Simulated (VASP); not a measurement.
# Mg in VASP: a series of runs, part 2 of 2

VASP 6.6.1. The steps go on from the part before.

## 4. Single point, PBEsol

This run uses another cell than the first one, of 28.56 Å³/atom, 1.118 times its volume.

The input, INCAR:

```
SYSTEM = Mg
ALGO     = Normal         ! electronic algorithm
EDIFF    = 1E-6           ! SCF threshold, eV
ENCUT    = 520            ! plane-wave cutoff, eV
GGA      = PS             ! functional
ISIF     = 2              ! what is computed and relaxed
ISMEAR   = -1             ! smearing method
LASPH    = .TRUE.         ! aspherical terms in the spheres
LCHARG   = .FALSE.        ! write CHGCAR
LREAL    = .FALSE.        ! projectors in reciprocal space
LWAVE    = .FALSE.        ! write WAVECAR
NBANDS   = 9              ! bands
NELM     = 100            ! most SCF steps
PREC     = Accurate       ! precision mode
SIGMA    = 0.15           ! smearing width, eV
```

The input, KPOINTS:

```
k-points
0
G
  6 6 3
  0 0 0
```

The input, POSCAR:

```
Mg
1.0
    3.0503000000      0.0000000000      0.0000000000
   -1.5251500000      2.6416370000      0.0000000000
    0.0000000000      0.0000000000      7.0896760000
Mg
2
Direct
    0.0000000000      0.0000000000      0.0000000000
    0.0000000000      0.0000000000      0.4294749154
```

Potentials or basis: VASP PAW PBE potentials, release 64 (Mg).

The run is started by

```console
$ cat potpaw_PBE.64/Mg/POTCAR > POTCAR
$ mpirun -np 1 vasp_std > vasp.out
```

OUTCAR:

```text
SYSTEM = Mg
   EDIFF = 1E-6
   ENCUT = 520
   GGA = PS
   ISIF = 2
   ISMEAR = -1
   LASPH = .TRUE.
   LREAL = .FALSE.
   NELM = 100
   PREC = Accurate

 ion  position               nearest neighbor table
   1  0.000  0.000  0.000-   2 3.04
   2  0.000  0.000  0.429-   1 3.04

  LATTYP: Found a hexagonal cell.
 ALAT       =     3.0503000000
 C/A-ratio  =     2.3242553191

  Lattice vectors:

 A1 = (   3.0503000000,   0.0000000000,   0.0000000000)
[... 342 lines left out ...]

------------------------ aborting loop because EDIFF is reached ----------------------------------------

  FORCE on cell =-STRESS in cart. coord.  units (eV):
  Direction    XX          YY          ZZ          XY          YZ          ZX
  --------------------------------------------------------------------------------------
  -------------------------------------------------------------------------------------
  Total        0.1698891      0.1698891     -0.7047378      0.0000000      0.0000000      0.0000000
  in kB        4.7646843      4.7646832    -19.7649657      0.0000000      0.0000000      0.0000000
  external PRESSURE =      -3.4118661 kB  Pullay stress =       0.0000000 kB

 VOLUME and BASIS-vectors are now :
 -----------------------------------------------------------------------------
  energy-cutoff  :      520.00
  volume of cell :       57.13
      direct lattice vectors                 reciprocal lattice vectors
     3.050300000  0.000000000  0.000000000     0.327836606  0.189276574  0.000000000
    -1.525150000  2.641637000  0.000000000     0.000000000  0.378553147  0.000000000
     0.000000000  0.000000000  7.089676000     0.000000000  0.000000000  0.141050169

 POSITION                                       TOTAL-FORCE (eV/Angst)
 -----------------------------------------------------------------------------------
      0.00000      0.00000      0.00000        -0.000000     -0.000000     -0.355503
      0.00000      0.00000      3.04484         0.000000      0.000000      0.355503
 -----------------------------------------------------------------------------------
    total drift:                                0.000000      0.000000      0.000000

  FREE ENERGIE OF THE ION-ELECTRON SYSTEM (eV)
  ---------------------------------------------------
  free  energy   TOTEN  =        -2.8178075233 eV

  energy  without entropy=       -2.7402808213  energy(sigma->0) =       -2.77904417
```

OSZICAR:

```text
N       E                     dE             d eps       ncg     rms          rms(c)
DAV:   1    -0.680630296495E+00   -0.68063E+00   -0.12172E+03   252   0.284E+02
DAV:   2    -0.281070029861E+01   -0.21301E+01   -0.20872E+01   346   0.248E+01
DAV:   3    -0.284518399530E+01   -0.34484E-01   -0.34320E-01   343   0.255E+00
DAV:   4    -0.284534520461E+01   -0.16121E-03   -0.16120E-03   370   0.167E-01
DAV:   5    -0.284534652668E+01   -0.13221E-05   -0.13222E-05   334   0.136E-02    0.959E-01
DAV:   6    -0.282688589658E+01    0.18461E-01   -0.29812E-02   307   0.373E-01    0.602E-01
DAV:   7    -0.281845499369E+01    0.84309E-02   -0.21751E-02   323   0.420E-01    0.125E-01
DAV:   8    -0.281780008512E+01    0.65491E-03   -0.24026E-03   326   0.195E-01    0.136E-02
DAV:   9    -0.281780576407E+01   -0.56789E-05   -0.61920E-05   320   0.446E-02    0.604E-03
DAV:  10    -0.281780747286E+01   -0.17088E-05   -0.17215E-06   342   0.505E-03    0.111E-03
DAV:  11    -0.281780752333E+01   -0.50470E-07   -0.83341E-08   189   0.119E-03
   1 F= -.28178075E+01 E0= -.27790442E+01  d E =-.775267E-01
```

Wall time 18 s (1 thread of AMD EPYC 7R13, shared host); peak memory 0.14 GiB.

Results:

```yaml
Free_energy: -2.8178 eV
Largest_force: 0.356 eV/Å
Band_gap_on_the_k_mesh: zero (band 2 reaches 2.06 eV, above the bottom of band 3 at -0.62 eV)
```

Forces on the atoms (eV/Å):
```
Mg   0.000  0.000 -0.356
Mg   0.000  0.000  0.356
```

Levels at points of the mesh, in eV from the Fermi level:
```csv
k point,band 1,band 2,band 3,band 4,band 5
"(0.00, 0.00, 0.00)",-6.20,-3.76,-2.04,5.38,5.80
"(0.50, 0.00, 0.00)",-1.19,-0.68,0.81,2.16,2.86
```

Caveat: the k points lie up to 0.40 Å⁻¹ apart; the PAW data sets were made with another functional, which shifts forces and pressure a little.

## 5. Single point, PBEsol

This run uses another cell than the first one, of 32.59 Å³/atom, 1.276 times its volume.

The input, INCAR:

```
SYSTEM = Mg
PREC = Accurate
ENCUT = 520
EDIFF = 1E-6
ISMEAR = -1
SIGMA = 0.15
LREAL = .False.
LASPH = .True.
NELM = 60
ALGO = Normal
ISIF = 2
LWAVE = .False.
LCHARG = .True.
GGA = PS
LELF = .True.
LVHAR = .True.
NBANDS = 9
```

The input, KPOINTS:

```
regular mesh
0
Gamma
  6 6 3
  0 0 0
```

The input, POSCAR:

```
Mg
1.0
    3.0503000000      0.0000000000      0.0000000000
   -1.5251500000      2.6416370000      0.0000000000
    0.0000000000      0.0000000000      8.0896760000
Mg
2
Direct
    0.0000000000      0.0000000000      0.0000000000
    0.0000000000      0.0000000000      0.3763856550
```

The run is started by

```console
$ cat potpaw_PBE.64/Mg/POTCAR > POTCAR
$ mpirun -np 1 vasp_std > vasp.out
```

It took 22 s on 1 thread of AMD EPYC 7R13, shared host; peak memory 0.14 GiB.

Results (log left out):

| Quantity | Value |
| --- | --- |
| Free energy | -2.6603 eV |
| Largest force | 0.224 eV/Å |
| Band gap on the k mesh | zero (band 2 reaches 1.43 eV, above the bottom of band 3 at -0.84 eV) |

Forces in eV/Å, atoms in the order of the input:
```
Mg   0.000  0.000 -0.224
Mg   0.000  0.000  0.224
```

Levels at points of the mesh, in eV from the Fermi level:
```tsv
k point	band 1	band 2	band 3	band 4	band 5	band 6
(0.00, 0.00, 0.00)	-5.99	-4.03	-1.58	3.72	4.39	13.06
(0.50, 0.00, 0.00)	-1.00	-0.47	0.63	1.81	3.39	3.75
```

Caveat: the k points lie up to 0.40 Å⁻¹ apart; the PAW data sets were made with another functional, which shifts forces and pressure a little.

## 6. Single point, PBEsol

This run uses another cell than the first one, of 36.62 Å³/atom, 1.434 times its volume.

The input, INCAR:

```
SYSTEM = Mg
PREC = Accurate
ENCUT = 520
EDIFF = 1E-6
ISMEAR = -1
SIGMA = 0.15
LREAL = .False.
LASPH = .True.
NELM = 80
ALGO = Normal
ISIF = 2
LWAVE = .False.
LCHARG = .False.
GGA = PS
NBANDS = 9
```

The input, KPOINTS:

```
Automatic mesh
0
Gamma
  6 6 3
  0 0 0
```

The input, POSCAR:

```
Mg
1.0
    3.0503000000      0.0000000000      0.0000000000
   -1.5251500000      2.6416370000      0.0000000000
    0.0000000000      0.0000000000      9.0896760000
Mg
2
Direct
    0.0000000000      0.0000000000      0.0000000000
    0.0000000000      0.0000000000      0.3349776164
```

Potentials or basis: VASP PAW PBE potentials, release 64 (Mg).

The run is started by

```console
$ cat potpaw_PBE.64/Mg/POTCAR > POTCAR
$ mpirun -np 1 vasp_std > vasp.out
```

OUTCAR:

```text
SYSTEM = Mg
   PREC = Accurate
   ENCUT = 520
   EDIFF = 1E-6
   ISMEAR = -1
   LREAL = .False.
   LASPH = .True.
   NELM = 80
   ISIF = 2
   GGA = PS

 ion  position               nearest neighbor table
   1  0.000  0.000  0.000-   2 3.04
   2  0.000  0.000  0.335-   1 3.04

  LATTYP: Found a hexagonal cell.
 ALAT       =     3.0503000000
 C/A-ratio  =     2.9799285316

  Lattice vectors:

 A1 = (   3.0503000000,   0.0000000000,   0.0000000000)
 A2 = (  -1.5251500000,   2.6416370000,   0.0000000000)
 A3 = (   0.0000000000,   0.0000000000,   9.0896760000)

Analysis of symmetry for initial positions (statically):
=====================================================================
 Subroutine PRICEL returns:
 Original cell was already a primitive cell.

 Routine SETGRP: Setting up the symmetry group for a
 hexagonal supercell.

 Subroutine GETGRP returns: Found 24 space group operations
 (whereof 12 operations were pure point group operations)
 out of a pool of 24 trial point group operations.

The static configuration has the point symmetry C_6v.
 The point group associated with its full space group is D_6h.

Analysis of symmetry for dynamics (positions and initial velocities):
=====================================================================
 Subroutine PRICEL returns:
 Original cell was already a primitive cell.

 Routine SETGRP: Setting up the symmetry group for a
 hexagonal supercell.

 Subroutine GETGRP returns: Found 24 space group operations
 (whereof 12 operations were pure point group operations)
 out of a pool of 24 trial point group operations.

The dynamic configuration has the point symmetry C_6v.
 The point group associated with its full space group is D_6h.

 Subroutine INISYM returns: Found 24 space group operations
 (whereof 12 operations are pure point group operations),
 and found     1 'primitive' translations

----------------------------------------------------------------------------------------

                                     Primitive cell

  volume of cell :      73.2427

  direct lattice vectors                    reciprocal lattice vectors
     3.050300000  0.000000000  0.000000000     0.327836606  0.189276574  0.000000000
    -1.525150000  2.641637000  0.000000000     0.000000000  0.378553147  0.000000000
     0.000000000  0.000000000  9.089676000     0.000000000  0.000000000  0.110014922

  length of vectors
     3.050300000  3.050299750  9.089676000     0.378553116  0.378553147  0.110014922

  position of ions in fractional coordinates (direct lattice)
     0.000000000  0.000000000  0.000000000
     0.000000000  0.000000000  0.334977616

  ion indices of the primitive-cell ions
   primitive index   ion index
                 1           1
                 2           2

----------------------------------------------------------------------------------------

 KPOINTS: Automatic mesh

Automatic generation of k-mesh.
 Grid dimensions read from file:
[... 24 lines left out ...]
  0.333333  0.000000  0.000000      6.000000
  0.500000  0.000000  0.000000      3.000000
  0.166667  0.166667  0.000000      6.000000
  0.333333  0.166667  0.000000     12.000000
  0.333333  0.333333  0.000000      2.000000
  0.000000  0.000000  0.333333      2.000000
  0.166667  0.000000  0.333333     12.000000
  0.333333  0.000000  0.333333     12.000000
  0.500000  0.000000  0.333333      6.000000
  0.166667  0.166667  0.333333     12.000000
  0.333333  0.166667  0.333333     24.000000
  0.333333  0.333333  0.333333      4.000000
   k-points           NKPTS =     14   k-points in BZ     NKDIM =     14   number of bands    NBANDS=      9
   number of dos      NEDOS =    301   number of ions     NIONS =      2
   total plane-waves  NPLWV =  40320
   dimension x,y,z NGX =    24 NGY =   24 NGZ =   70
   dimension x,y,z NGXF=    48 NGYF=   48 NGZF=  140
   ions per type =               2
   NGX,Y,Z   is equivalent  to a cutoff of  13.08, 13.08, 12.80 a.u.
   NGXF,Y,Z  is equivalent  to a cutoff of  26.16, 26.16, 25.61 a.u.
 SYSTEM =  Mg
   PREC   = accura    normal or accurate (medium, high low for compatibility)
   ISTART =      0    job   : 0-new  1-cont  2-samecut
   ICHARG =      2    charge: 1-file 2-atom 10-const
   ISPIN  =      1    spin polarized calculation?
   LNONCOLLINEAR =      F non collinear calculations
   LSORBIT =      F    spin-orbit coupling
   LASPH  =      T    aspherical Exc in radial PAW
   ENCUT  =  520.0 eV  38.22 Ry    6.18 a.u.   5.67  5.67 16.90*2*pi/ulx,y,z
   NELM   =     80;   NELMIN=  2; NELMDL= -5     # of ELM steps
   EDIFF  = 0.1E-05   stopping-criterion for ELM
   LREAL  =      F    real-space projection
   EDIFFG = 0.1E-04   stopping-criterion for IOM
   NSW    =      0    number of steps for IOM
   IBRION =     -1    ionic relax: 0-MD 1-quasi-New 2-CG
   NFREE  =      0    steps in history (QN), initial steepest desc. (CG)
   ISIF   =      2    stress and relaxation
   ISYM   =      2    0-nonsym 1-usesym 2-fastsym
   POTIM  = 0.5000    time-step for ionic-motion
   TEBEG  =    0.0;   TEEND  =   0.0 temperature during run
   PSTRESS=    0.0 pullay stress
   NELECT =       4.0000    total number of electrons
   NUPDOWN=      -1.0000    fix difference up-down
   EMIN   =  10.00;   EMAX   =-10.00  energy-range for DOS
   EFERMI =   0.00;   METHOD = LEGACY
   ISMEAR =    -1;   SIGMA  =   0.15  broadening in eV -4-tet -1-fermi 0-gaus
   EFERMI_NEDOS =   21; number of points for ismear=-14 and -15
   IALGO  =     38    algorithm
   IMIX   =      4    mixing-type and parameters
     AMIX     =   0.40;   BMIX     =  1.00
     AMIX_MAG =   1.60;   BMIX_MAG =  1.00
  volume/ion in A,a.u.               =      36.62       247.13
  Fermi-wavevector in a.u.,A,eV,Ry     =   0.621117  1.173741  5.248943  0.385786
  Thomas-Fermi vector in A             =   1.680508
   LORBIT       =      0    0 simple, 1 ext, 2 COOP (PROOUT), +10 PAW based schemes
   GGA     = PS    functional components
   LHFCALC =     F    Hartree Fock is set to
   AEXX    =    0.0000 exact exchange contribution
   IVDW    =     0    specifies the selected vdW correction
   LEPSILON=     F    determine dielectric tensor
   LRPA    =     F    only Hartree local field effects (RPA)
 non-spin polarized calculation
  energy-cutoff  :      520.00
  volume of cell :       73.24
 maximum number of plane-waves:      1985
 NGX is ok and might be reduce to    24
   NGX = 11   NGY = 11   NGZ = 33

 number of electron       4.0000000 magnetization

 Free energy of the ion-electron system (eV)
  ---------------------------------------------------
  ext. energy  EPLUGINS =         0.00000000
  ---------------------------------------------------
  free energy    TOTEN  =        -2.61898688 eV

  energy without entropy =       -2.53873448  energy(sigma->0) =       -2.57886068

 E-fermi :   0.2566     XC(G=0):  -6.6338

 val. band max:        0.1220073791   @ k =   0.3333   0.1667   0.0000
 cond. band min:       0.6714297400   @ k =   0.1667   0.1667   0.0000
 fundamental gap:      0.5494223610
 Fermi energy:         0.2566337940

 k-point     1 :       0.0000    0.0000    0.0000
  band No.  band energies     occupation
      1      -5.6953      2.00000
      2      -3.8896      2.00000
      3      -1.0316      1.99963
      4       3.0510      0.00000
      5       3.9237      0.00000
      6      11.0017      0.00000
      7      12.0086      0.00000
      8      13.3372      0.00000
      9      13.3372      0.00000
[... 145 lines left out ...]
 k-point    14 :       0.3333    0.3333    0.3333
  band No.  band energies     occupation
      1       0.9448      0.02015
      2       0.9448      0.02015
      3       1.9529      0.00002
      4       2.3652      0.00000
      5       2.3652      0.00000
      6       4.3190      0.00000
      7       5.8900      0.00000
      8       6.3244      0.00000
      9       6.3244      0.00000

------------------------ aborting loop because EDIFF is reached ----------------------------------------

  FORCE on cell =-STRESS in cart. coord.  units (eV):
  Direction    XX          YY          ZZ          XY          YZ          ZX
  --------------------------------------------------------------------------------------
  -------------------------------------------------------------------------------------
  Total        0.0086913      0.0086913      0.3515988      0.0000000     -0.0000000      0.0000000
  in kB        0.1901211      0.1901211      7.6911952      0.0000000     -0.0000000      0.0000000
  external PRESSURE =       2.6904791 kB  Pullay stress =       0.0000000 kB

 VOLUME and BASIS-vectors are now :
 -----------------------------------------------------------------------------
  energy-cutoff  :      520.00
  volume of cell :       73.24
      direct lattice vectors                 reciprocal lattice vectors
     3.050300000  0.000000000  0.000000000     0.327836606  0.189276574  0.000000000
    -1.525150000  2.641637000  0.000000000     0.000000000  0.378553147  0.000000000
     0.000000000  0.000000000  9.089676000     0.000000000  0.000000000  0.110014922

 POSITION                                       TOTAL-FORCE (eV/Angst)
 -----------------------------------------------------------------------------------
      0.00000      0.00000      0.00000        -0.000000     -0.000000     -0.166340
      0.00000      0.00000      3.04484         0.000000      0.000000      0.166340
 -----------------------------------------------------------------------------------
    total drift:                               -0.000000     -0.000000     -0.000000

  FREE ENERGIE OF THE ION-ELECTRON SYSTEM (eV)
  ---------------------------------------------------
  free  energy   TOTEN  =        -2.6189868817 eV

  energy  without entropy=       -2.5387344782  energy(sigma->0) =       -2.57886068
```

Run time: 27 s. Hardware: 1 thread of AMD EPYC 7R13, shared host; peak memory 0.15 GiB.

Results:

- Free energy: -2.6190 eV
- Largest force: 0.166 eV/Å
- Band gap on the k mesh: zero (band 2 reaches 0.94 eV, above the bottom of band 3 at -1.03 eV)

Forces in eV/Å, atoms in the order of the input:
```
Mg   0.000  0.000 -0.166
Mg   0.000  0.000  0.166
```

Caveat: the k points lie up to 0.40 Å⁻¹ apart; the PAW data sets were made with another functional, which shifts forces and pressure a little.

## 7. Overview

| cell | gap on the mesh (eV) | largest force (eV/Å) |
| --- | --- | --- |
| a = 3.050, b = 3.050, c = 6.340 Å, angles 90.0, 90.0, 120.0°, 2 atoms | none | 0.25 |
| a = 3.050, b = 3.050, c = 6.590 Å, angles 90.0, 90.0, 120.0°, 2 atoms | none | 0.35 |
| a = 3.050, b = 3.050, c = 7.090 Å, angles 90.0, 90.0, 120.0°, 2 atoms | none | 0.36 |
| a = 3.050, b = 3.050, c = 8.090 Å, angles 90.0, 90.0, 120.0°, 2 atoms | none | 0.22 |
| a = 3.050, b = 3.050, c = 9.090 Å, angles 90.0, 90.0, 120.0°, 2 atoms | none | 0.17 |

Alike in all rows: task single point; level PBEsol; potentials or basis VASP PAW PBE potentials, release 64 (Mg); no spin polarisation; k mesh 6 × 6 × 3; cutoff (eV) 520; smearing fermi-dirac 0.15 eV.

Caveats: all runs use coarse meshes; the PAW data sets were made with another functional, which shifts forces and pressure a little.

Total energies depend on the potentials used, so only differences within one code and one set of settings carry meaning.
